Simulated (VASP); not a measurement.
A run of VASP 6.6.1:

The input INCAR:

```
SYSTEM = Sr
AGGAC = 1.0
AGGAX = 1.0
ALDAC = 0.0
ALDAX = 1.0
ALGO = Normal
EDIFF = 1E-6
ENCUT = 520
GGA = B5
ISIF = 2
ISMEAR = -1
LASPH = .True.
LCHARG = .True.
LELF = .True.
LREAL = .False.
LVHAR = .True.
LWAVE = .False.
NBANDS = 11
NELM = 100
PREC = Accurate
SIGMA = 0.1
```

File KPOINTS:

```
k-points
0
Gamma
  9 9 9
  0 0 0
```

Contents of POSCAR:

```
Sr
1.0
    4.0694245619      0.0000000000      0.0000000000
    0.0000000000      4.0694245619      0.0000000000
    0.0000000000      0.0000000000      4.0694245619
Sr
1
Direct
    0.0000000000      0.0000000000      0.0000000000
```

Potentials or basis: VASP PAW PBE potentials, release 64 (Sr_sv).

The run is started by

```console
$ cat potpaw_PBE.64/Sr_sv/POTCAR > POTCAR
$ mpirun -np 1 vasp_std > vasp.out
```

Hardware: 1 thread of AMD EPYC 7R43 64-Core Processor (Zen 3), with other jobs on the host.

Task: Estimate the wall time of this run.

Result: It took 29 s on 1 thread of AMD EPYC 7R43 64-Core Processor (Zen 3) (shared host), peak memory 0.13 GiB. Counts: scf iterations 12, k points 35.
